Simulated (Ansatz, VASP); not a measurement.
# Cd3S2: VASP beside Ansatz

```
Cd S
1.0
     5.12454    0.00000    0.00000
     0.00000    5.12454    0.00000
     0.00000    0.00000    5.12454
Cd S
3 2
Cartesian
  0.0000 2.5623 2.5623
  2.5623 0.0000 2.5623
  2.5623 2.5623 0.0000
  0.0000 0.0000 0.0000
  2.5623 2.5623 2.5623
```

Alike in both runs: functional PBE; k mesh 8 × 8 × 8; occupations gaussian, width 0.1 eV; no spin polarisation.

Ansatz relaxed the structure, and its values are those at the end. VASP's run is a single point on that final structure, the one shown.

|  | VASP | Ansatz |
| --- | --- | --- |
| version | VASP 6.6.1 | Ansatz 0.2.0 |
| potentials or method | VASP PAW PBE potentials, release 64 (Cd, S), cutoff 520 eV | scalar-relativistic, plane waves, PAW |
| valence electrons in the cell | 48 | 72 |

```csv
,VASP,Ansatz,Ansatz less VASP
gap on the k mesh at the Fermi level (eV),none,none,-
pressure (GPa),0.3,0.0,-0.27
```

A gap of «none» marks a metal or a gap that the smearing closes. VASP's potentials hold 48 valence electrons a cell and Ansatz's 72, so a difference there can come from the potentials and not from the codes.
